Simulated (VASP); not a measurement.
A run of VASP 6.6.1 is set up as follows.

The input POSCAR:

```
AlN
1.0
    0.0000000000      2.1848999340      2.1848999340
    2.1848999340      0.0000000000      2.1848999340
    2.1848999340      2.1848999340      0.0000000000
Al N
1 1
Direct
    0.0000000000      0.0000000000      0.0000000000
    0.2500000000      0.2500000000      0.2500000000
```

File INCAR.step1:

```
ALGO     = Normal         # electronic algorithm
EDIFF    = 1E-4           # SCF threshold, eV
ENCUT    = 600            # plane-wave cutoff, eV
GGA      = PE             # functional
ISMEAR   = 0              # smearing method
LASPH    = T              # aspherical terms in the spheres
LCHARG   = F              # write CHGCAR
LREAL    = F              # projectors in reciprocal space
LWAVE    = T              # write WAVECAR
NELM     = 60             # most SCF steps
PREC     = Accurate       # precision mode
SIGMA    = 0.01           # smearing width, eV
```

File INCAR.step2:

```
ALGO     = Normal         # electronic algorithm
EDIFF    = 1E-6           # SCF threshold, eV
EDIFFG   = -0.002         # ionic threshold
ENCUT    = 600            # plane-wave cutoff, eV
IBRION   = 2              # ionic algorithm
ISIF     = 3              # what is computed and relaxed
ISMEAR   = 0              # smearing method
ISTART   = 1            
LASPH    = T              # aspherical terms in the spheres
LCHARG   = F              # write CHGCAR
LMIXTAU  = T            
LREAL    = F              # projectors in reciprocal space
LWAVE    = F              # write WAVECAR
METAGGA  = R2SCAN         # meta-GGA
NELM     = 60             # most SCF steps
NSW      = 100            # ionic steps
PREC     = Accurate       # precision mode
PSTRESS  = 150.0        
SIGMA    = 0.01           # smearing width, eV
```

KPOINTS

```
k-points
0
Gamma
  8 8 8
```

Potentials or basis: VASP PAW PBE potentials, release 64 (Al, N).

Command:

```bash
$ cat potpaw_PBE.64/Al/POTCAR potpaw_PBE.64/N/POTCAR > POTCAR
$ cp INCAR.step1 INCAR
$ mpirun -np 1 vasp_std > vasp.out
$ cp INCAR.step2 INCAR
$ mpirun -np 1 vasp_std > vasp.out
```

Task: Estimate the space group after relaxing (to 0.05 Å).

Result: F-43m (No. 216).

Task: Estimate the band gap on the k mesh.

Result: 3.98 eV, indirect (least direct gap 5.49 eV).

Final structure:
```cif
data_structure
_symmetry_space_group_name_H-M 'P 1'
_symmetry_Int_Tables_number 1
_cell_length_a 3.0246
_cell_length_b 3.0246
_cell_length_c 3.0246
_cell_angle_alpha 60.000
_cell_angle_beta 60.000
_cell_angle_gamma 60.000
_cell_volume 19.57
loop_
_atom_site_label
_atom_site_type_symbol
_atom_site_fract_x
_atom_site_fract_y
_atom_site_fract_z
_atom_site_occupancy
Al1 Al 0.00000 0.00000 0.00000 1
N1 N 0.25000 0.25000 0.25000 1
```

Caveat: the cell is relaxed towards a set pressure, so the enthalpy falls and the energy may rise; the PAW data sets were made with another functional, which shifts forces and pressure a little. r2SCAN opens gaps a little over a GGA but as a rule still falls short of measured ones.
